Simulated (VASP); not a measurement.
# C in VASP: a series of runs

C is run at these levels: B3LYP, PBE0; tasks: single point.

Program: VASP 6.6.1. These are calculated values, not measurements. Logs are shortened: lines on timing, memory, paths and dates and some standing lists are left out, and cuts for length are marked.

### 1 The cell of the first run

The cell holds a slab with vacuum, 4 atoms: a = 2.456 Å, b = 2.456 Å, c = 24.134 Å, α = 90.00°, β = 90.00°, γ = 120.00°.

### 2 Single point, B3LYP

Input file POSCAR:

```
C
1.0
    2.4562275060      0.0000000000      0.0000000000
   -1.2281137530      2.1271554177      0.0000000000
    0.0000000000      0.0000000000     24.1339601687
C
4
Direct
    0.6666666667      0.3333333333      0.5704754400
    0.3333333333      0.6666666667      0.4295245600
    0.0000000000      0.0000000000      0.4295312300
    0.0000000000      0.0000000000      0.5704687700
```

Input file INCAR.step1:

```
  PREC = Accurate
  ENCUT = 640
  EDIFF = 1E-5
  ISMEAR = -1
  SIGMA = 0.05
  LREAL = False
  LASPH = True
  NELM = 300
  ALGO = All
  ISIF = 2
  LWAVE = True
  NBANDS = 16
  GGA = PE
  GGA_COMPAT = False
  ISEARCH = 1
  KPAR = 4
```

Input file INCAR.step2:

```
  PREC = Accurate
  ENCUT = 640
  EDIFF = 1E-6
  ISMEAR = -1
  SIGMA = 0.05
  LREAL = False
  LASPH = True
  NELM = 300
  ALGO = All
  ISIF = 2
  LWAVE = False
  LCHARG = True
  GGA = B3
  LHFCALC = True
  AEXX = 0.2
  AGGAX = 0.72
  AGGAC = 0.81
  ALDAC = 0.19
  PRECFOCK = Normal
  LVHAR = True
  NBANDS = 16
  ISTART = 1
  GGA_COMPAT = False
  ISEARCH = 1
  KPAR = 4
```

Input file KPOINTS:

```
regular mesh
0
Gamma
  6 6 1
```

Potentials or basis: VASP PAW PBE potentials, release 64 (C).

Command:

```
$ cat potpaw_PBE.64/C/POTCAR > POTCAR
$ cp INCAR.step1 INCAR
$ mpirun -np 4 vasp_std > vasp.out
$ cp INCAR.step2 INCAR
$ mpirun -np 4 vasp_std > vasp.out
```

OUTCAR:

```text
PREC = Accurate
   ENCUT = 640
   EDIFF = 1E-6
   ISMEAR = -1
   LREAL = False
   LASPH = True
   NELM = 300
   ISIF = 2
   GGA = B3
   LHFCALC = True
   AEXX = 0.2
   PRECFOCK = Normal
   ISTART = 1

 ion  position               nearest neighbor table
   1  0.667  0.333  0.570-   4 1.42   4 1.42   4 1.42
   2  0.333  0.667  0.430-   3 1.42   3 1.42   3 1.42
   3  0.000  0.000  0.430-   2 1.42   2 1.42   2 1.42
   4  0.000  0.000  0.570-   1 1.42   1 1.42   1 1.42

  LATTYP: Found a hexagonal cell.
 ALAT       =     2.4562275060
 C/A-ratio  =     9.8256208392

  Lattice vectors:

 A1 = (   2.4562275060,   0.0000000000,   0.0000000000)
 A2 = (  -1.2281137530,   2.1271554177,   0.0000000000)
 A3 = (   0.0000000000,   0.0000000000,  24.1339601687)

Analysis of symmetry for initial positions (statically):
=====================================================================
 Subroutine PRICEL returns:
 Original cell was already a primitive cell.

 Routine SETGRP: Setting up the symmetry group for a
 hexagonal supercell.

 Subroutine GETGRP returns: Found 12 space group operations
 (whereof 12 operations were pure point group operations)
 out of a pool of 24 trial point group operations.

The static configuration has the point symmetry D_3d.

Analysis of symmetry for dynamics (positions and initial velocities):
=====================================================================
 Subroutine PRICEL returns:
 Original cell was already a primitive cell.

 Routine SETGRP: Setting up the symmetry group for a
 hexagonal supercell.

 Subroutine GETGRP returns: Found 12 space group operations
 (whereof 12 operations were pure point group operations)
 out of a pool of 24 trial point group operations.

The dynamic configuration has the point symmetry D_3d.

 Subroutine INISYM returns: Found 12 space group operations
 (whereof 12 operations are pure point group operations),
 and found     1 'primitive' translations

----------------------------------------------------------------------------------------

                                     Primitive cell

  volume of cell :     126.0946

  direct lattice vectors                    reciprocal lattice vectors
     2.456227506  0.000000000  0.000000000     0.407128410  0.235055697  0.000000000
    -1.228113753  2.127155418  0.000000000     0.000000000  0.470111395  0.000000000
     0.000000000  0.000000000 24.133960169     0.000000000  0.000000000  0.041435388

  length of vectors
     2.456227506  2.456227506 24.133960169     0.470111395  0.470111395  0.041435388

  position of ions in fractional coordinates (direct lattice)
     0.666666667  0.333333333  0.570475440
     0.333333333  0.666666667  0.429524560
     0.000000000  0.000000000  0.429531230
     0.000000000  0.000000000  0.570468770

  ion indices of the primitive-cell ions
   primitive index   ion index
                 1           1
                 2           2
                 3           3
                 4           4

----------------------------------------------------------------------------------------

 KPOINTS: regular mesh

Automatic generation of k-mesh.
 Grid dimensions read from file:
 generate k-points for:    6    6    1

 Generating k-lattice:

  Cartesian coordinates                     Fractional coordinates (reciprocal lattice)
     0.067854735  0.039175950  0.000000000     0.166666667  0.000000000  0.000000000
     0.000000000  0.078351899  0.000000000     0.000000000  0.166666667  0.000000000
     0.000000000  0.000000000  0.041435388     0.000000000  0.000000000  1.000000000

  Length of vectors
     0.078351899  0.078351899  0.041435388

  Shift w.r.t. Gamma in fractional coordinates (k-lattice)
     0.000000000  0.000000000  0.000000000

 Subroutine IBZKPT returns following result:
 ===========================================

 Found      7 irreducible k-points:

 Following reciprocal coordinates:
            Coordinates               Weight
  0.000000  0.000000  0.000000      1.000000
  0.166667 -0.000000  0.000000      6.000000
  0.333333 -0.000000  0.000000      6.000000
  0.500000 -0.000000  0.000000      3.000000
  0.166667  0.166667  0.000000      6.000000
  0.333333  0.166667  0.000000     12.000000
  0.333333  0.333333  0.000000      2.000000
   k-points           NKPTS =      7   k-points in BZ     NKDIM =     36   number of bands    NBANDS=     16
   number of dos      NEDOS =    301   number of ions     NIONS =      4
   total plane-waves  NPLWV =  80000
   dimension x,y,z NGX =    20 NGY =   20 NGZ =  200
   dimension x,y,z NGXF=    40 NGYF=   40 NGZF=  400
   ions per type =               4
   NGX,Y,Z   is equivalent  to a cutoff of  13.54, 13.54, 13.78 a.u.
   NGXF,Y,Z  is equivalent  to a cutoff of  27.07, 27.07, 27.55 a.u.
 SYSTEM =  unknown system
   PREC   = accura    normal or accurate (medium, high low for compatibility)
   ISTART =      1    job   : 0-new  1-cont  2-samecut
   ICHARG =      0    charge: 1-file 2-atom 10-const
   ISPIN  =      1    spin polarized calculation?
   LNONCOLLINEAR =      F non collinear calculations
   LSORBIT =      F    spin-orbit coupling
   LASPH  =      T    aspherical Exc in radial PAW
   ENCUT  =  640.0 eV  47.04 Ry    6.86 a.u.   5.07  5.07 49.78*2*pi/ulx,y,z
   NELM   =    300;   NELMIN=  2; NELMDL=  0     # of ELM steps
   EDIFF  = 0.1E-05   stopping-criterion for ELM
   LREAL  =      F    real-space projection
   EDIFFG = 0.1E-04   stopping-criterion for IOM
   NSW    =      0    number of steps for IOM
   IBRION =     -1    ionic relax: 0-MD 1-quasi-New 2-CG
   NFREE  =      0    steps in history (QN), initial steepest desc. (CG)
   ISIF   =      2    stress and relaxation
   ISYM   =      3    0-nonsym 1-usesym 2-fastsym
   POTIM  = 0.5000    time-step for ionic-motion
   TEBEG  =    0.0;   TEEND  =   0.0 temperature during run
   PSTRESS=    0.0 pullay stress
   NELECT =      16.0000    total number of electrons
   NUPDOWN=      -1.0000    fix difference up-down
   EMIN   =  10.00;   EMAX   =-10.00  energy-range for DOS
   EFERMI =   0.00;   METHOD = LEGACY
   ISMEAR =    -1;   SIGMA  =   0.05  broadening in eV -4-tet -1-fermi 0-gaus
   EFERMI_NEDOS =   21; number of points for ismear=-14 and -15
   IALGO  =     58    algorithm
   IMIX   =      4    mixing-type and parameters
     AMIX     =   0.40;   BMIX     =  1.00
     AMIX_MAG =   1.60;   BMIX_MAG =  1.00
  volume/ion in A,a.u.               =      31.52       212.73
  Fermi-wavevector in a.u.,A,eV,Ry     =   0.822652  1.554586  9.207823  0.676756
  Thomas-Fermi vector in A             =   1.934024
   LORBIT       =      0    0 simple, 1 ext, 2 COOP (PROOUT), +10 PAW based schemes
   GGA     = B3    functional components
   LHFCALC =     T    Hartree Fock is set to
   PRECFOCK=normal    Normal, Fast or Accurate (Low or Medium for compatibility)
   ENCUT4O =  -1.0   cutoff for four orbital integrals eV
   NKREDX  =     1    reduce k-point grid by
   NKREDY  =     1    reduce k-point grid by
   NKREDZ  =     1    reduce k-point grid by
   AEXX    =    0.2000 exact exchange contribution
   HFSCREEN=    0.0000 screening length (either q_TF or 0.3 A-1)
   HFSCREENC=   0.0000 screening length for correlation (either q_TF or 0.3 A-1)
   ENCUTFOCK=  -1.0 apply spherical cutoff to Coloumb kernel
   IVDW    =     0    specifies the selected vdW correction
   LEPSILON=     F    determine dielectric tensor
   LRPA    =     F    only Hartree local field effects (RPA)
 non-spin polarized calculation
  energy-cutoff  :      640.00
  volume of cell :      126.09
 maximum number of plane-waves:      4664
  NGX = 16; NGY = 16; NGZ =160
   NGX = 11   NGY = 11   NGZ = 99

 number of electron      16.0000000 magnetization

 Free energy of the ion-electron system (eV)
  ---------------------------------------------------
  ext. energy  EPLUGINS =         0.00000000
  ---------------------------------------------------
  free energy    TOTEN  =       -41.10074266 eV

  energy without entropy =      -41.10067123  energy(sigma->0) =      -41.10070694

 E-fermi :  -1.6457     XC(G=0):  -2.6047

 val. band max:       -2.0034665659   @ k =   0.3333   0.3333   0.0000
 cond. band min:      -1.2880893671   @ k =   0.3333   0.3333   0.0000
 fundamental gap:      0.7153771988
 Fermi energy:        -1.6457229558

 k-point     1 :       0.0000    0.0000    0.0000
  band No.  band energies     occupation
      1     -23.6087      2.00000
      2     -23.4667      2.00000
      3     -11.1140      2.00000
      4     -10.1309      2.00000
      5      -5.9483      2.00000
      6      -5.9476      2.00000
      7      -5.9402      2.00000
      8      -5.9395      2.00000
      9       2.0160      0.00000
     10       2.3316      0.00000
     11       2.7181      0.00000
     12       3.4350      0.00000
     13       3.9329      0.00000
     14       5.2946      0.00000
     15       5.4956      0.00000
     16       7.8555      0.00000

 k-point     2 :       0.1667   -0.0000    0.0000
  band No.  band energies     occupation
      1     -22.9044      2.00000
      2     -22.7683      2.00000
      3     -10.2417      2.00000
      4      -9.2825      2.00000
      5      -8.3563      2.00000
      6      -8.3273      2.00000
      7      -7.1345      2.00000
      8      -7.1163      2.00000
      9       2.9174      0.00000
     10       3.2394      0.00000
     11       3.6369      0.00000
     12       4.3483      0.00000
     13       4.8348      0.00000
     14       6.1989      0.00000
     15       6.3459      0.00000
     16       7.8461      0.00000

 k-point     3 :       0.3333   -0.0000    0.0000
  band No.  band energies     occupation
      1     -20.8280      2.00000
      2     -20.7090      2.00000
      3     -12.9541      2.00000
      4     -12.8923      2.00000
      5      -8.8514      2.00000
      6      -8.8277      2.00000
      7      -7.7133      2.00000
      8      -6.8541      2.00000
      9       4.0141      0.00000
     10       4.4970      0.00000
     11       5.6125      0.00000
     12       5.9832      0.00000
     13       6.3910      0.00000
     14       7.1051      0.00000
     15       7.2489      0.00000
     16       7.5604      0.00000

 k-point     4 :       0.5000   -0.0000    0.0000
  band No.  band energies     occupation
      1     -17.9788      2.00000
      2     -17.9255      2.00000
      3     -16.7686      2.00000
      4     -16.7297      2.00000
      5      -9.5311      2.00000
      6      -9.5060      2.00000
      7      -4.9452      2.00000
      8      -4.5731      2.00000
      9       0.5114      0.00000
     10       0.8699      0.00000
     11       6.8333      0.00000
     12       7.0269      0.00000
     13       9.9661      0.00000
     14      10.0830      0.00000
     15      10.4190      0.00000
     16      10.4358      0.00000

 k-point     5 :       0.1667    0.1667    0.0000
  band No.  band energies     occupation
      1     -21.5140      2.00000
      2     -21.3892      2.00000
      3     -10.9633      2.00000
      4     -10.9378      2.00000
      5      -9.4781      2.00000
      6      -9.4603      2.00000
      7      -8.5296      2.00000
      8      -7.6260      2.00000
      9       4.7169      0.00000
     10       5.0452      0.00000
     11       5.4745      0.00000
     12       5.7766      0.00000
     13       6.0288      0.00000
     14       6.1721      0.00000
     15       6.6358      0.00000
     16       8.0120      0.00000

 k-point     6 :       0.3333    0.1667    0.0000
  band No.  band energies     occupation
      1     -18.8436      2.00000
      2     -18.7421      2.00000
      3     -14.8596      2.00000
      4     -14.7918      2.00000
      5     -11.2342      2.00000
      6     -11.1933      2.00000
      7      -5.3885      2.00000
      8      -4.6821      2.00000
      9       1.3828      0.00000
     10       1.7899      0.00000
     11       8.2656      0.00000
     12       8.5669      0.00000
     13       9.1416      0.00000
     14       9.5012      0.00000
     15       9.7325      0.00000
     16       9.9374      0.00000

 k-point     7 :       0.3333    0.3333    0.0000
  band No.  band energies     occupation
      1     -16.1835      2.00000
      2     -16.1416      2.00000
      3     -16.1309      2.00000
      4     -16.0938      2.00000
      5     -13.8335      2.00000
      6     -13.8327      2.00000
      7      -2.2545      1.99999
      8      -2.0035      1.99844
      9      -1.2881      0.00156
     10      -1.0129      0.00001
     11       9.6914      0.00000
     12       9.6963      0.00000
     13      11.8150      0.00000
     14      12.0784      0.00000
     15      12.0854      0.00000
     16      12.8856      0.00000

------------------------ aborting loop because EDIFF is reached ----------------------------------------

  FORCE on cell =-STRESS in cart. coord.  units (eV):
  Direction    XX          YY          ZZ          XY          YZ          ZX
  --------------------------------------------------------------------------------------
  -------------------------------------------------------------------------------------
  Total        0.0706528      0.0706528      0.1787935      0.0000000      0.0000000      0.0000000
  in kB        0.8977261      0.8977261      2.2717782      0.0000000      0.0000000      0.0000000
  external PRESSURE =       1.3557435 kB  Pullay stress =       0.0000000 kB

 VOLUME and BASIS-vectors are now :
 -----------------------------------------------------------------------------
  energy-cutoff  :      640.00
  volume of cell :      126.09
      direct lattice vectors                 reciprocal lattice vectors
     2.456227506  0.000000000  0.000000000     0.407128410  0.235055697  0.000000000
    -1.228113753  2.127155418  0.000000000     0.000000000  0.470111395  0.000000000
     0.000000000  0.000000000 24.133960169     0.000000000  0.000000000  0.041435388

 POSITION                                       TOTAL-FORCE (eV/Angst)
 -----------------------------------------------------------------------------------
      1.22811      0.70905     13.76783         0.000000     -0.000000      0.083218
     -0.00000      1.41810     10.36613        -0.000000      0.000000     -0.083218
      0.00000      0.00000     10.36629         0.000000     -0.000000      0.000008
      0.00000      0.00000     13.76767         0.000000      0.000000     -0.000008
 -----------------------------------------------------------------------------------
    total drift:                               -0.000009      0.000003     -0.000000

  FREE ENERGIE OF THE ION-ELECTRON SYSTEM (eV)
  ---------------------------------------------------
  free  energy   TOTEN  =       -41.1007426614 eV

  energy  without entropy=      -41.1006712403  energy(sigma->0) =      -41.10070695
```

Wall time 30 min (4 MPI ranks of Intel Xeon Platinum 8375C at 2.90GHz (Ice Lake), shared host); peak memory 0.28 GiB.

Results:

| Item | Value |
| --- | --- |
| Free energy | -41.1007 eV |
| Largest force | 0.083 eV/Å |

Forces in eV/Å, atoms in the order of the input:
```
C    0.000  0.000  0.083
C    0.000  0.000 -0.083
C    0.000  0.000  0.000
C    0.000  0.000  0.000
```

Caveat: the k points lie up to 0.49 Å⁻¹ apart; there is no dipole correction, which matters where the two faces differ; the PAW data sets were made with another functional, which shifts forces and pressure a little.

(Continued in part 2 of 2.)
